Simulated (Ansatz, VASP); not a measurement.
**One calculation of SnO, two programs**

INCAR

```
PREC = Accurate ; ENCUT = 520
EDIFF = 1E-7 ; ISMEAR = 0
SIGMA = 0.05 ; LREAL = F
LASPH = T ; NELM = 100
ALGO = Normal ; ISIF = 2
LWAVE = F ; LCHARG = T
LDIPOL = T ; IDIPOL = 3
DIPOL = 0.5 0.5 0.403 ; GGA = PE
IVDW = 12 ; LELF = T
LVHAR = T ; LVACPOTAV = T
NBANDS = 50
```

KPOINTS

```
Automatic mesh
0
Gamma
  7 7 1
```

Contents of POSCAR:

```
SnO
1.0
    3.8201636883      0.0000000000      0.0000000000
    0.0000000000      3.8201636883      0.0000000000
    0.0000000000      0.0000000000     22.2260802162
Sn O
4 4
Direct
    0.7500000000      0.2500000000      0.2024648501
    0.2500000000      0.7500000000      0.3087831971
    0.7500000000      1.2500000000      0.4977503906
    1.2500000000      0.7500000000      0.6040687375
    0.2500000000      0.2500000000      0.2556240236
    0.7500000000      0.7500000000      0.2556240236
    1.2500000000      1.2500000000      0.5509095640
    0.7500000000      0.7500000000      0.5509095640
```

Input for Ansatz:

```yaml
crystal:
  lattice:
    - [3.8201636883, 0.0, 0.0]
    - [0.0, 3.8201636883, 0.0]
    - [0.0, 0.0, 22.2260802162]
  atoms:
    - { symbol: Sn, position: [0.75, 0.25, 0.2024648501] }
    - { symbol: O, position: [0.25, 0.25, 0.2556240236] }
    - { symbol: O, position: [0.75, 0.75, 0.2556240236] }
    - { symbol: Sn, position: [0.25, 0.75, 0.3087831971] }
    - { symbol: Sn, position: [0.75, 1.25, 0.4977503906] }
    - { symbol: O, position: [1.25, 1.25, 0.550909564] }
    - { symbol: O, position: [0.75, 0.75, 0.550909564] }
    - { symbol: Sn, position: [1.25, 0.75, 0.6040687375] }
basis:
  ecutwfc: 420
kpoints:
  mp_grid: { grid: [7, 7, 1] }
hamiltonian:
  xc: pbe
  pseudopotentials: { kind: paw, azcp: { folder: soft_1 } }
  dispersion: d3bj
scf:
  occupations: { method: gaussian, width: 0.05 }
output:
  forces: true
  eigenvalues: true
efield:
  axis: 3
  dipole_correction: true
  ramp_width: 0.04
```

Alike in both runs: task single point; functional PBE; dispersion D3(BJ); k mesh 7 × 7 × 1; occupations gaussian, width 0.05 eV; no spin polarisation.

```csv
,VASP,Ansatz
version,VASP 6.6.1,Ansatz 0.2.0
potentials or method,"VASP PAW PBE potentials, release 64 (Sn_d, O), cutoff 520 eV","scalar-relativistic, plane waves, PAW"
valence electrons in the cell,80,80
```

VASP gave:

| Item | Value |
| --- | --- |
| gap on the k mesh at the Fermi level (eV) | 2.57 |
| least direct gap on the mesh (eV) | 2.59 |
| rms of the force components (eV/Å) | 0.059 |

Task: Estimate Ansatz's values.

Result: gap on the k mesh at the Fermi level (eV): 2.62; least direct gap on the mesh (eV): 2.63; rms of the force components (eV/Å): 0.027.
